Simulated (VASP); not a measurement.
A run of VASP 6.6.1 is set up as follows.

INCAR

```
SYSTEM = Hg3Mo
ALGO     = Normal         ! electronic algorithm
EDIFF    = 1E-6           ! SCF threshold, eV
ENCUT    = 520            ! plane-wave cutoff, eV
GGA      = PE             ! functional
ISIF     = 2              ! what is computed and relaxed
ISMEAR   = 0              ! smearing method
LASPH    = .True.         ! aspherical terms in the spheres
LCHARG   = .False.        ! write CHGCAR
LREAL    = .False.        ! projectors in reciprocal space
LWAVE    = .False.        ! write WAVECAR
NBANDS   = 60             ! bands
NELM     = 100            ! most SCF steps
PREC     = Accurate       ! precision mode
SIGMA    = 0.1            ! smearing width, eV
```

File KPOINTS:

```
k-points
0
Gamma
  6 6 4
  0 0 0
```

POSCAR

```
Hg3Mo
1.0
    0.0000679002      4.2969620715      0.0001605270
    0.0001898607      0.0000887678      4.2918578937
    8.5805704360      0.0001065834      0.0003312845
Hg Mo
6 2
Direct
    0.4999950184      0.4999874202      0.5000377469
    0.4999486957      0.5000370283      1.0000128127
    0.0000264257      0.5000053565      0.2499780784
    1.0000750987      0.5000474391      0.7500017741
    0.4999263701     -0.0000450653      0.2499758718
    0.4999915661      0.0000122583      0.7499940007
    0.0000247149      0.9999752448      0.5000217238
    0.0000121105     -0.0000196818     -0.0000220084
```

Potentials or basis: VASP PAW PBE potentials, release 64 (Hg, Mo_sv).

The run is started by

```bash
$ cat potpaw_PBE.64/Hg/POTCAR potpaw_PBE.64/Mo_sv/POTCAR > POTCAR
$ mpirun -np 1 vasp_std > vasp.out
```

Question: What does it give for the pressure?

Answer: 0.8 GPa.

Question: What does it give for the largest force?

Answer: 0.004 eV/Å.

Question: Predict the band gap on the k mesh.

Answer: Zero (band 50 reaches 5.73 eV, above the bottom of band 51 at 4.68 eV).

Forces in eV/Å, atoms in the order of the input:
```
Hg  -0.003  0.001  0.000
Hg  -0.001  0.002 -0.001
Hg   0.002 -0.002 -0.001
Hg   0.001 -0.003 -0.001
Hg   0.002  0.002  0.002
Hg   0.001  0.002  0.001
Mo  -0.002 -0.001  0.001
Mo   0.000 -0.001  0.001
```

Caveat: spin-orbit coupling is left out, which moves the levels of the heavy elements.
